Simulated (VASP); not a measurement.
The system is HfIn4SiO6.

```
CELL_PARAMETERS angstrom
2.71585 -4.70357 0.00833
2.71585 4.70357 0.00833
-1.87915 0.00000 7.40127
ATOMIC_POSITIONS crystal
Hf 0.78835 0.21165 0.00000
In 0.62175 0.37825 0.50000
In 0.45502 0.54498 0.00000
In 0.28407 0.71593 0.50000
In 0.95814 0.04186 0.50000
Si 0.12168 0.87832 0.00000
O 0.06219 0.11415 0.86666
O 0.88585 0.93781 0.13334
O 0.79490 0.53784 0.86663
O 0.46216 0.20510 0.13337
O 0.15352 0.62879 0.13333
O 0.37121 0.84648 0.86667
```

```yaml
Program: VASP 6.6.1
Task: relaxation of cell and atoms
Functional: PBE
Dispersion: D4
Potentials_or_basis: VASP PAW PBE potentials, release 64 (Hf_pv, In_d, Si, O)
Cutoff: 600 eV
k_mesh: 4 × 4 × 3
Occupations: fermi-dirac, width 0.05 eV
Spin: no spin polarisation
```

At the start: pressure -3.3 GPa; volume 15.77 Å³/atom.

Q: How do energy, volume and symmetry change on relaxing?

A: Over 10 steps the energy falls by 6.5 meV/atom and the volume is 15.17 Å³/atom (-3.8 %); space group C2 (No. 5, to 0.1 Å) before and after.

Step by step:
| step | energy change (eV) | largest force (eV/Å) | pressure (GPa) | volume (Å³) |
| --- | --- | --- | --- | --- |
| 1 | 0.0000 | 0.1911 | -3.31 | 189.24 |
| 2 | -0.0151 | 0.5185 | 3.01 | 180.46 |
| 3 | -0.0545 | 0.2526 | -0.03 | 184.41 |
| 4 | -0.0689 | 0.1183 | -0.06 | 183.48 |
| 5 | -0.0743 | 0.0850 | -0.04 | 182.46 |
| 6 | -0.0778 | 0.0189 | 0.00 | 182.05 |
| 7 | -0.0779 | 0.0198 | 0.01 | 181.96 |
| 8 | -0.0779 | 0.0204 | 0.02 | 181.95 |
| 9 | -0.0779 | 0.0117 | 0.00 | 182.01 |
| 10 | -0.0779 | 0.0090 | 0.01 | 182.02 |

Final structure:
```
Hf In Si O
1.0
     2.69164   -4.66152    0.00898
     2.69164    4.66152    0.00898
    -1.86012    0.00000    7.24737
Hf In Si O
1 4 1 6
Direct
  0.78828 0.21172 0.00000
  0.62105 0.37895 0.50000
  0.45495 0.54505 0.00000
  0.28550 0.71450 0.50000
  0.95748 0.04252 0.50000
  0.12164 0.87836 0.00000
  0.05922 0.11209 0.86342
  0.88791 0.94078 0.13658
  0.79465 0.53551 0.86341
  0.46449 0.20535 0.13659
  0.15244 0.62877 0.13645
  0.37123 0.84756 0.86355
```
